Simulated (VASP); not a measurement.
Here is a VASP 6.6.1 calculation.

File INCAR:

```
  PREC = Accurate
  ENCUT = 600
  EDIFF = 1E-7
  ISMEAR = 0
  SIGMA = 0.1
  LREAL = F
  LASPH = T
  NELM = 100
  ALGO = Normal
  ISIF = 3
  LWAVE = F
  LCHARG = F
  GGA = PE
  IBRION = 2
  NSW = 100
  EDIFFG = -0.01
```

File KPOINTS:

```
Automatic mesh
0
Gamma
  8 8 8
```

Contents of POSCAR:

```
BaWF3
1.0
    4.3801117044      0.0000000000      0.0000000000
    0.0000000000      4.3801117044      0.0000000000
    0.0000000000      0.0000000000      4.3801117044
Ba W F
1 1 3
Direct
    0.5000000000      0.5000000000      0.5000000000
    0.0000000000      0.0000000000      0.0000000000
    0.5000000000      0.0000000000      0.0000000000
    0.0000000000      0.5000000000      0.0000000000
    0.0000000000      0.0000000000      0.5000000000
```

Potentials or basis: VASP PAW PBE potentials, release 64 (Ba_sv, W_sv, F).

Launch:

```bash
$ cat potpaw_PBE.64/Ba_sv/POTCAR potpaw_PBE.64/W_sv/POTCAR potpaw_PBE.64/F/POTCAR > POTCAR
$ mpirun -np 1 vasp_std > vasp.out
```

Problem. Estimate the relaxed cell.

Solution. a = 4.411 Å, b = 4.411 Å, c = 4.411 Å, α = 90.00°, β = 90.00°, γ = 90.00°.

Problem. What does it give for the space group after relaxing (to 0.05 Å)?

Solution. Pm-3m (No. 221).

Problem. Estimate the relaxed volume.

Solution. 17.17 Å³/atom.

The path:
```
step  energy change (eV)  largest force (eV/Å)  pressure (GPa)  volume (Å³)
   1              0.0000                0.0000            1.60        84.03
   2             -0.0086                0.0000           -0.21        86.09
   3             -0.0087                0.0000            0.00        85.83
```

Caveat: an odd number of electrons without spin polarisation forces a metal; a magnetic or distorted state may lie lower.
